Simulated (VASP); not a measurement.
Wanted: the native input for a VASP 6.6.1 run.

* Task: single point
* Functional: PBEsol
* Potentials or basis: VASP PAW PBE potentials, release 64 (In_d, Se)
* Cutoff: 520 eV
* k mesh: 12 × 12 × 6
* Occupations: gaussian, width 0.15 eV
* Spin: no spin polarisation
* Dipole correction: no
* Further INCAR settings: ALGO = Normal; EDIFF = 1e-07; NBANDS = 34

The structure of InSe2 lies in POSCAR:

```
InSe2
1.0
    4.1394079591      0.0000000000      0.0000000000
    0.0000000000      4.1394079591      0.0000000000
    0.0000000000      0.0000000000     10.0877542551
In Se
2 4
Direct
    0.0000000000      0.5000000000      0.7051148767
    0.5000000000      0.0000000000      0.2948851233
    0.0000000000      0.5000000000      0.3669879178
    0.5000000000      0.0000000000      0.6330120822
    0.0000000000      0.0000000000      0.0000000000
    0.5000000000      0.5000000000      0.0000000000
```

This cell differs from its parent crystal: strain +0.080 along x and y, +0.080 along z.

These files were run (other wordings do the same):

INCAR

```
PREC = Accurate
ENCUT = 520
EDIFF = 1E-7
ISMEAR = 0
SIGMA = 0.15
LREAL = False
LASPH = True
NELM = 60
ALGO = Normal
ISIF = 2
LWAVE = False
LCHARG = True
GGA = PS
LELF = True
LVHAR = True
NBANDS = 34
```

KPOINTS

```
regular mesh
0
Gamma
  12 12 6
```

Potentials or basis: VASP PAW PBE potentials, release 64 (In_d, Se).

Launch:

```bash
$ cat potpaw_PBE.64/In_d/POTCAR potpaw_PBE.64/Se/POTCAR > POTCAR
$ mpirun -np 1 vasp_std > vasp.out
```

Results of the run:

```
Pressure               : -9.0 GPa
Largest force          : 0.392 eV/Å
Band gap on the k mesh : zero (bands 25 and 26 overlap by 1.46 eV)
```

Caveat: the cell differs from its parent crystal (strain +0.080 along x and y, +0.080 along z); the stress differs along the axes, from -11 to -5 GPa; the PAW data sets were made with another functional, which shifts forces and pressure a little; spin-orbit coupling is left out, which moves the levels of the heavy elements.

It took 4.2 min on 1 thread of Intel(R) Xeon(R) 6975P-C (Granite Rapids), with other jobs on the host, peak memory 0.63 GiB.
